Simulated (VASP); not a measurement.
# TiC (I4/mmm) in VASP: further runs

TiC is run at these levels: PBE; tasks: single point.

Program: VASP 6.6.1. These are calculated values, not measurements. Logs are shortened: lines on timing, memory, paths and dates and some standing lists are left out, and cuts for length are marked.

## 1. The cell of the first run

Symmetry: I4/mmm, No. 139, tetragonal system. Conventional cell: a = 3.234 Å, b = 3.234 Å, c = 3.888 Å, α = 90.00°, β = 90.00°, γ = 90.00°. Within 2.6 Å of Ti (site symmetry 4/mmm) lie 6 C at 1.94 to 2.29 Å. Within 2.6 Å of C (site symmetry 4/mmm) lie 6 Ti at 1.94 to 2.29 Å.

## 2. Single point, PBE

Contents of INCAR:

```
PREC     = Accurate       # precision mode
ENCUT    = 520            # plane-wave cutoff, eV
EDIFF    = 1E-6           # SCF threshold, eV
ISMEAR   = 0              # smearing method
SIGMA    = 0.15           # smearing width, eV
LREAL    = F              # projectors in reciprocal space
LASPH    = T              # aspherical terms in the spheres
NELM     = 80             # most SCF steps
ALGO     = Normal         # electronic algorithm
ISIF     = 2              # what is computed and relaxed
LWAVE    = F              # write WAVECAR
LCHARG   = T              # write CHGCAR
GGA      = PE             # functional
LELF     = T              # ELF
LVHAR    = T            
NBANDS   = 15             # bands
```

Contents of KPOINTS:

```
regular mesh
0
Gamma
  26 26 26
```

Contents of POSCAR:

```
TiC
1.0
    0.0000000000      2.2870623537      1.9440030006
    2.2870623537      0.0000000000      1.9440030006
    2.2870623537      2.2870623537      0.0000000000
Ti C
1 1
Direct
    0.0000000000      0.0000000000      0.0000000000
    0.5000000000      0.5000000000      0.5000000000
```

Potentials or basis: VASP PAW PBE potentials, release 64 (Ti_sv, C).

Run with:

```console
$ cat potpaw_PBE.64/Ti_sv/POTCAR potpaw_PBE.64/C/POTCAR > POTCAR
$ mpirun -np 1 vasp_std > vasp.out
```

OUTCAR:

```text
PREC = Accurate
   ENCUT = 520
   EDIFF = 1E-6
   ISMEAR = 0
   LREAL = F
   LASPH = T
   NELM = 80
   ISIF = 2
   GGA = PE

 ion  position               nearest neighbor table
   1  0.000  0.000  0.000-   2 1.94   2 1.94   2 2.29   2 2.29   2 2.29   2 2.29
   2  0.500  0.500  0.500-   1 1.94   1 1.94   1 2.29   1 2.29   1 2.29   1 2.29

  LATTYP: Found a body centered tetragonal cell.
 ALAT       =     3.2343945986
 C/A-ratio  =     1.2020815280

  Lattice vectors:

 A1 = (   0.0000000000,  -2.2870623537,  -1.9440030006)
 A2 = (   0.0000000000,   2.2870623537,  -1.9440030006)
 A3 = (   2.2870623537,   0.0000000000,   1.9440030006)

Analysis of symmetry for initial positions (statically):
=====================================================================
 Subroutine PRICEL returns:
 Original cell was already a primitive cell.

 Routine SETGRP: Setting up the symmetry group for a
 body centered tetragonal supercell.

 Subroutine GETGRP returns: Found 16 space group operations
 (whereof 16 operations were pure point group operations)
 out of a pool of 16 trial point group operations.

The static configuration has the point symmetry D_4h.

Analysis of symmetry for dynamics (positions and initial velocities):
=====================================================================
 Subroutine PRICEL returns:
 Original cell was already a primitive cell.

 Routine SETGRP: Setting up the symmetry group for a
 body centered tetragonal supercell.

 Subroutine GETGRP returns: Found 16 space group operations
 (whereof 16 operations were pure point group operations)
 out of a pool of 16 trial point group operations.

The dynamic configuration has the point symmetry D_4h.

 Subroutine INISYM returns: Found 16 space group operations
 (whereof 16 operations are pure point group operations),
 and found     1 'primitive' translations

----------------------------------------------------------------------------------------

                                     Primitive cell

  volume of cell :      20.3368

  direct lattice vectors                    reciprocal lattice vectors
     0.000000000  2.287062354  1.944003001    -0.218621062  0.218621062  0.257201249
     2.287062354  0.000000000  1.944003001     0.218621062 -0.218621062  0.257201249
     2.287062354  2.287062354  0.000000000     0.218621062  0.218621062 -0.257201249

  length of vectors
     3.001633201  3.001633201  3.234394599     0.402172624  0.402172624  0.402172624

  position of ions in fractional coordinates (direct lattice)
     0.000000000  0.000000000  0.000000000
     0.500000000  0.500000000  0.500000000

  ion indices of the primitive-cell ions
   primitive index   ion index
                 1           1
                 2           2

----------------------------------------------------------------------------------------

 KPOINTS: regular mesh

Automatic generation of k-mesh.
 Grid dimensions read from file:
 generate k-points for:   26   26   26

 Generating k-lattice:

  Cartesian coordinates                     Fractional coordinates (reciprocal lattice)
    -0.008408502  0.008408502  0.009892356     0.038461538  0.000000000  0.000000000
     0.008408502 -0.008408502  0.009892356     0.000000000  0.038461538  0.000000000
     0.008408502  0.008408502 -0.009892356    -0.000000000 -0.000000000  0.038461538

  Length of vectors
     0.015468178  0.015468178  0.015468178

  Shift w.r.t. Gamma in fractional coordinates (k-lattice)
     0.000000000  0.000000000  0.000000000

 Subroutine IBZKPT returns following result:
 ===========================================

 Found   1330 irreducible k-points:

 Following reciprocal coordinates:
            Coordinates               Weight
  0.000000  0.000000  0.000000      1.000000
  0.038462 -0.000000  0.000000      8.000000
  0.076923 -0.000000  0.000000      8.000000
  0.115385 -0.000000  0.000000      8.000000
  0.153846 -0.000000  0.000000      8.000000
  0.192308 -0.000000  0.000000      8.000000
[... 16 lines left out ...]
  0.346154  0.038462  0.000000      8.000000
  0.384615  0.038462  0.000000      8.000000
 [... further k-points ...]
   k-points           NKPTS =   1330   k-points in BZ     NKDIM =   1330   number of bands    NBANDS=     15
   number of dos      NEDOS =    301   number of ions     NIONS =      2
   total plane-waves  NPLWV =  13824
   dimension x,y,z NGX =    24 NGY =   24 NGZ =   24
   dimension x,y,z NGXF=    48 NGYF=   48 NGZF=   48
   ions per type =               1   1
   NGX,Y,Z   is equivalent  to a cutoff of  13.29, 13.29, 12.34 a.u.
   NGXF,Y,Z  is equivalent  to a cutoff of  26.58, 26.58, 24.67 a.u.
 SYSTEM =  unknown system
   PREC   = accura    normal or accurate (medium, high low for compatibility)
   ISTART =      0    job   : 0-new  1-cont  2-samecut
   ICHARG =      2    charge: 1-file 2-atom 10-const
   ISPIN  =      1    spin polarized calculation?
   LNONCOLLINEAR =      F non collinear calculations
   LSORBIT =      F    spin-orbit coupling
   LASPH  =      T    aspherical Exc in radial PAW
   ENCUT  =  520.0 eV  38.22 Ry    6.18 a.u.   5.58  5.58  6.01*2*pi/ulx,y,z
   NELM   =     80;   NELMIN=  2; NELMDL= -5     # of ELM steps
   EDIFF  = 0.1E-05   stopping-criterion for ELM
   LREAL  =      F    real-space projection
[... 7 lines left out ...]
   TEBEG  =    0.0;   TEEND  =   0.0 temperature during run
   PSTRESS=    0.0 pullay stress
   NELECT =      16.0000    total number of electrons
   NUPDOWN=      -1.0000    fix difference up-down
   EMIN   =  10.00;   EMAX   =-10.00  energy-range for DOS
   EFERMI =   0.00;   METHOD = LEGACY
   ISMEAR =     0;   SIGMA  =   0.15  broadening in eV -4-tet -1-fermi 0-gaus
   EFERMI_NEDOS =   21; number of points for ismear=-14 and -15
   IALGO  =     38    algorithm
   IMIX   =      4    mixing-type and parameters
     AMIX     =   0.40;   BMIX     =  1.00
     AMIX_MAG =   1.60;   BMIX_MAG =  1.00
  volume/ion in A,a.u.               =      10.17        68.62
  Fermi-wavevector in a.u.,A,eV,Ry     =   1.511311  2.855964 31.076536  2.284061
  Thomas-Fermi vector in A             =   2.621385
   LORBIT       =      0    0 simple, 1 ext, 2 COOP (PROOUT), +10 PAW based schemes
   GGA     = PE    functional components
   LHFCALC =     F    Hartree Fock is set to
   AEXX    =    0.0000 exact exchange contribution
   IVDW    =     0    specifies the selected vdW correction
   LEPSILON=     F    determine dielectric tensor
   LRPA    =     F    only Hartree local field effects (RPA)
 non-spin polarized calculation
 Gauss-broadening in eV      SIGMA  =   0.15
  energy-cutoff  :      520.00
  volume of cell :       20.34
 maximum number of plane-waves:       566
   NGX = 11   NGY = 11   NGZ = 13

 number of electron      15.9999999 magnetization

 Free energy of the ion-electron system (eV)
  ---------------------------------------------------
  ext. energy  EPLUGINS =         0.00000000
  ---------------------------------------------------
  free energy    TOTEN  =       -18.17323235 eV

  energy without entropy =      -18.16967705  energy(sigma->0) =      -18.17145470

 E-fermi :   9.4565     XC(G=0): -12.6421

 val. band max:        9.4543307143   @ k =   0.2308   0.0385   0.1923
 cond. band min:       9.4611238537   @ k =   0.5000   0.3462   0.0000
 fundamental gap:      0.0067931394
 Fermi energy:         9.4564738061

 k-point     1 :       0.0000    0.0000    0.0000
  band No.  band energies     occupation
      1     -47.0812      2.00000
      2     -23.1618      2.00000
      3     -23.1618      2.00000
      4     -23.0695      2.00000
      5      -3.0007      2.00000
      6       9.8387      0.00031
      7       9.8387      0.00031
      8      10.5529      0.00000
      9      10.8481      0.00000
     10      10.8481      0.00000
     11      10.9604      0.00000
     12      11.0219      0.00000
     13      11.6342      0.00000
     14      20.6559      0.00000
     15      23.7449      0.00000

 k-point     2 :       0.0385   -0.0000    0.0000
  band No.  band energies     occupation
      1     -47.0801      2.00000
      2     -23.1661      2.00000
      3     -23.1633      2.00000
      4     -23.0728      2.00000
      5      -2.9658      2.00000
      6       9.6958      0.02404
      7       9.7191      0.01327
      8      10.2900      0.00000
      9      10.4125      0.00000
     10      10.9218      0.00000
     11      11.2843      0.00000
     12      11.3148      0.00000
     13      11.9270      0.00000
     14      20.7147      0.00000
     15      23.7449      0.00000

 k-point     3 :       0.0769   -0.0000    0.0000
  band No.  band energies     occupation
      1     -47.0769      2.00000
      2     -23.1806      2.00000
      3     -23.1679      2.00000
      4     -23.0806      2.00000
      5      -2.8618      2.00000
      6       9.2852      1.89368
      7       9.3208      1.79920
      8       9.9429      0.00000
      9      10.2468      0.00000
     10      10.8767      0.00000
     11      11.5455      0.00000
     12      11.8855      0.00000
     13      12.5362      0.00000
     14      20.8775      0.00000
     15      23.7277      0.00000
[... 343 lines left out ...]
 k-point    23 :       0.3462    0.0385    0.0000
  band No.  band energies     occupation
      1     -47.0225      2.00000
      2     -23.5196      2.00000
      3     -23.2488      2.00000
      4     -23.1010      2.00000
      5      -0.5937      2.00000
      6       5.2054      2.00000
      7       6.7268      2.00000
      8       6.7617      2.00000
      9      11.4127      0.00000
     10      12.1206      0.00000
     11      13.2252      0.00000
     12      15.6011      0.00000
     13      17.0247      0.00000
     14      19.6161      0.00000
     15      24.4674      0.00000

 k-point    24 :       0.3846    0.0385    0.0000
  band No.  band energies     occupation
      1     -47.0155      2.00000
      2     -23.5656      2.00000
      3     -23.2580      2.00000
      4     -23.1008      2.00000
      5      -0.1681      2.00000
      6       4.6355      2.00000
      7       6.5232      2.00000
      8       6.5529      2.00000
      9      11.5713      0.00000
     10      12.4100      0.00000
     11      13.4927      0.00000
     12      15.9769      0.00000
     13      17.3678      0.00000
     14      19.0904      0.00000
     15      23.8697      0.00000

 [... further k-points ...]
[... 5 lines left out ...]
  --------------------------------------------------------------------------------------
  -------------------------------------------------------------------------------------
  Total       -2.0085847     -2.0085847      9.0091517      0.0000000     -0.0000000     -0.0000000
  in kB     -158.2405553   -158.2405553    709.7600407      0.0000000     -0.0000000     -0.0000000
  external PRESSURE =     131.0929767 kB  Pullay stress =       0.0000000 kB

 VOLUME and BASIS-vectors are now :
 -----------------------------------------------------------------------------
  energy-cutoff  :      520.00
  volume of cell :       20.34
      direct lattice vectors                 reciprocal lattice vectors
     0.000000000  2.287062354  1.944003001    -0.218621062  0.218621062  0.257201249
     2.287062354  0.000000000  1.944003001     0.218621062 -0.218621062  0.257201249
     2.287062354  2.287062354  0.000000000     0.218621062  0.218621062 -0.257201249

 POSITION                                       TOTAL-FORCE (eV/Angst)
 -----------------------------------------------------------------------------------
      0.00000      0.00000      0.00000        -0.000000      0.000000      0.000000
      2.28706      2.28706      1.94400         0.000000     -0.000000     -0.000000
 -----------------------------------------------------------------------------------
    total drift:                                0.000000     -0.000000     -0.000000

  FREE ENERGIE OF THE ION-ELECTRON SYSTEM (eV)
  ---------------------------------------------------
  free  energy   TOTEN  =       -18.1732323493 eV

  energy  without entropy=      -18.1696770530  energy(sigma->0) =      -18.17145470
```

It took 7.7 min on 1 thread of Intel Xeon 8259CL, shared host; peak memory 0.5 GiB.

What came out:

- Free energy: -18.1732 eV
- Pressure: 13.1 GPa
- Band gap on the k mesh: zero (bands 8 and 9 overlap by 2.37 eV)

Caveat: the stress differs along the axes, from -16 to 71 GPa.

## 3. Single point, PBE

This run uses another cell than the first one, of the same volume but with other edges.

Contents of INCAR:

```
SYSTEM = TiC
ALGO = Normal
EDIFF = 1E-6
ENCUT = 520
GGA = PE
ISIF = 2
ISMEAR = 0
LASPH = .TRUE.
LCHARG = .TRUE.
LELF = .TRUE.
LREAL = .FALSE.
LVHAR = .TRUE.
LWAVE = .FALSE.
NBANDS = 15
NELM = 60
PREC = Accurate
SIGMA = 0.15
```

Contents of KPOINTS:

```
k-points
0
G
  26 26 26
  0 0 0
```

Contents of POSCAR:

```
TiC
1.0
    0.0000000000      2.0387183494      2.4464620192
    2.0387183494      0.0000000000      2.4464620192
    2.0387183494      2.0387183494      0.0000000000
Ti C
1 1
Direct
    0.0000000000      0.0000000000      0.0000000000
    0.5000000000      0.5000000000      0.5000000000
```

Potentials or basis: VASP PAW PBE potentials, release 64 (Ti_sv, C).

Run with:

```console
$ cat potpaw_PBE.64/Ti_sv/POTCAR potpaw_PBE.64/C/POTCAR > POTCAR
$ mpirun -np 1 vasp_std > vasp.out
```

OUTCAR:

```text
SYSTEM = TiC
   EDIFF = 1E-6
   ENCUT = 520
   GGA = PE
   ISIF = 2
   ISMEAR = 0
   LASPH = .TRUE.
   LREAL = .FALSE.
   NELM = 60
   PREC = Accurate

 ion  position               nearest neighbor table
   1  0.000  0.000  0.000-   2 2.04   2 2.04   2 2.04   2 2.04   2 2.45   2 2.45
   2  0.500  0.500  0.500-   1 2.04   1 2.04   1 2.04   1 2.04   1 2.45   1 2.45

  LATTYP: Found a body centered tetragonal cell.
 ALAT       =     2.8831831396
 C/A-ratio  =     1.6970562748

  Lattice vectors:

 A1 = (  -2.0387183494,   0.0000000000,   2.4464620192)
 A2 = (   2.0387183494,   0.0000000000,   2.4464620192)
 A3 = (   0.0000000000,   2.0387183494,  -2.4464620192)

Analysis of symmetry for initial positions (statically):
=====================================================================
 Subroutine PRICEL returns:
 Original cell was already a primitive cell.

 Routine SETGRP: Setting up the symmetry group for a
 body centered tetragonal supercell.

 Subroutine GETGRP returns: Found 16 space group operations
 (whereof 16 operations were pure point group operations)
 out of a pool of 16 trial point group operations.

The static configuration has the point symmetry D_4h.

Analysis of symmetry for dynamics (positions and initial velocities):
=====================================================================
 Subroutine PRICEL returns:
 Original cell was already a primitive cell.

 Routine SETGRP: Setting up the symmetry group for a
 body centered tetragonal supercell.

 Subroutine GETGRP returns: Found 16 space group operations
 (whereof 16 operations were pure point group operations)
 out of a pool of 16 trial point group operations.

The dynamic configuration has the point symmetry D_4h.

 Subroutine INISYM returns: Found 16 space group operations
 (whereof 16 operations are pure point group operations),
 and found     1 'primitive' translations

----------------------------------------------------------------------------------------

                                     Primitive cell
[... 116 lines left out ...]
   GGA     = PE    functional components
   LHFCALC =     F    Hartree Fock is set to
   AEXX    =    0.0000 exact exchange contribution
   IVDW    =     0    specifies the selected vdW correction
   LEPSILON=     F    determine dielectric tensor
   LRPA    =     F    only Hartree local field effects (RPA)
 non-spin polarized calculation
 Gauss-broadening in eV      SIGMA  =   0.15
  energy-cutoff  :      520.00
  volume of cell :       20.34
 maximum number of plane-waves:       570
   NGX = 11   NGY = 11   NGZ = 11

 number of electron      16.0000002 magnetization

 Free energy of the ion-electron system (eV)
  ---------------------------------------------------
  ext. energy  EPLUGINS =         0.00000000
  ---------------------------------------------------
  free energy    TOTEN  =       -18.22191516 eV

  energy without entropy =      -18.21889090  energy(sigma->0) =      -18.22040303

 E-fermi :   9.4483     XC(G=0): -12.6264

 val. band max:        9.4473701872   @ k =   0.4231   0.0385   0.3077
 cond. band min:       9.4554323145   @ k =   0.3077  -0.0000   0.2308
 fundamental gap:      0.0080621274
 Fermi energy:         9.4482516929

 k-point     1 :       0.0000    0.0000    0.0000
  band No.  band energies     occupation
      1     -47.0736      2.00000
      2     -23.3176      2.00000
      3     -23.0051      2.00000
      4     -23.0051      2.00000
      5      -3.0004      2.00000
      6       9.2714      1.90448
      7       9.9035      0.00002
      8      10.6089      0.00000
      9      10.6955      0.00000
     10      10.6955      0.00000
     11      11.3334      0.00000
     12      11.3334      0.00000
     13      11.8077      0.00000
     14      20.4835      0.00000
[... 401 lines left out ...]
      2     -23.5545      2.00000
      3     -23.3107      2.00000
      4     -22.9890      2.00000
      5      -0.4020      2.00000
      6       4.8260      2.00000
      7       6.4168      2.00000
      8       6.9541      2.00000
      9      11.9954      0.00000
     10      12.0653      0.00000
     11      13.0859      0.00000
     12      15.8296      0.00000
     13      17.9568      0.00000
     14      18.3970      0.00000
     15      24.7120      0.00000

 [... further k-points ...]
[... 5 lines left out ...]
  --------------------------------------------------------------------------------------
  -------------------------------------------------------------------------------------
  Total        4.5861482      4.5861482     -3.3274125      0.0000000     -0.0000000      0.0000000
  in kB      361.3064610    361.3064610   -262.1406009      0.0000000     -0.0000000      0.0000000
  external PRESSURE =     153.4907737 kB  Pullay stress =       0.0000000 kB

 VOLUME and BASIS-vectors are now :
 -----------------------------------------------------------------------------
  energy-cutoff  :      520.00
  volume of cell :       20.34
      direct lattice vectors                 reciprocal lattice vectors
     0.000000000  2.038718349  2.446462019    -0.245252121  0.245252121  0.204376768
     2.038718349  0.000000000  2.446462019     0.245252121 -0.245252121  0.204376768
     2.038718349  2.038718349  0.000000000     0.245252121  0.245252121 -0.204376768

 POSITION                                       TOTAL-FORCE (eV/Angst)
 -----------------------------------------------------------------------------------
      0.00000      0.00000      0.00000        -0.000000      0.000000     -0.000000
      2.03872      2.03872      2.44646         0.000000     -0.000000      0.000000
 -----------------------------------------------------------------------------------
    total drift:                                0.000000     -0.000000     -0.000000

  FREE ENERGIE OF THE ION-ELECTRON SYSTEM (eV)
  ---------------------------------------------------
  free  energy   TOTEN  =       -18.2219151564 eV

  energy  without entropy=      -18.2188908969  energy(sigma->0) =      -18.22040303
```

stdout:

```text
POSCAR found type information on POSCAR TiC
 POSCAR found :  2 types and       2 ions
 scaLAPACK will be used
 LDA part: xc-table for (Slater+PW92), standard interpolation
 POSCAR, INCAR and KPOINTS ok, starting setup
 FFT: planning ... GRIDC
 FFT: planning ... GRID_SOFT
 FFT: planning ... GRID
 WAVECAR not read
 entering main loop
```

Wall time 6.8 min (1 thread of Intel Xeon 8259CL, shared host); peak memory 0.5 GiB.

Results:

```
Free energy            : -18.2219 eV
Pressure               : 15.3 GPa
Band gap on the k mesh : zero (bands 8 and 9 overlap by 2.02 eV)
```

Caveat: the stress differs along the axes, from -26 to 36 GPa.
